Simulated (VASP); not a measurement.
**Hf2Pd2Se2Br2O3: single point with PBE+D4**

Hf2Pd2Se2Br2O3:

```xyz
11
Lattice="5.7182 0.0027 -0.0168 -0.5259 5.8116 0.0179 -1.4891 -0.9397 6.5719" Properties=species:S:1:pos:R:3 pbc="T T T"
Hf    3.5275    1.9665    2.2812
Hf    0.5309    2.0903    3.9052
Pd    3.8777   -0.0131    5.5990
Pd    0.4213    4.9123    2.3643
Se    2.0105    1.4716    6.1530
Se    2.3941    4.0590    3.4693
Br    4.0942    5.5846    1.0127
Br   -0.3988    3.9572    5.7157
O     4.4676    1.1362    3.8774
O     1.7247    1.0381    2.6619
O    -0.4306    3.0451    2.3987
```

```yaml
Program: VASP 6.6.1
Task: single point
Functional: PBE
Dispersion: D4
Potentials_or_basis: VASP PAW PBE potentials, release 64 (Hf_pv, Pd, Se, Br, O)
Cutoff: 520 eV
k_mesh: 3 × 3 × 2
Occupations: fermi-dirac, width 0.05 eV
Spin: no spin polarisation
```

| Quantity | Value |
| --- | --- |
| Pressure | -0.6 GPa |
| Largest force | 0.168 eV/Å |
| Band gap on the k mesh | 0.29 eV (least direct gap 0.48 eV) |
| Dispersion energy per atom | -0.263 eV |

Forces on the atoms (eV/Å):
```
Hf   0.072 -0.040  0.124
Hf  -0.103 -0.019 -0.132
Pd   0.006  0.003 -0.035
Pd  -0.004  0.010  0.003
Se  -0.019  0.008  0.002
Se   0.005 -0.044  0.010
Br  -0.023  0.021  0.023
Br   0.016 -0.031 -0.026
O    0.051  0.110 -0.091
O    0.051  0.104  0.038
O   -0.052 -0.121  0.085
```

Stress tensor (GPa, compression positive):
```
-0.78 -0.12 -0.03
-0.12 -0.56  0.01
-0.03  0.01 -0.53
```

Levels at points of the mesh, in eV from the valence-band top:
```csv
k point,band 40,band 41,band 42,band 43,band 44,band 45
"(0.00, 0.00, 0.00)",-0.66,-0.24,-0.17,0.56,0.63,2.77
"(0.00, 0.00, 0.50)",-0.42,-0.39,-0.20,0.29,0.97,2.89
```

Run time: 110 s on 1 thread of AMD EPYC 9R45 96-Core Processor (Zen 5), on a shared host, peak memory 0.39 GiB.

Caveat: the k points lie up to 0.48 Å⁻¹ apart; semilocal functionals underestimate gaps, and a narrow one can read as zero; spin-orbit coupling is left out, which moves the levels of the heavy elements. A k mesh can miss the band edges.
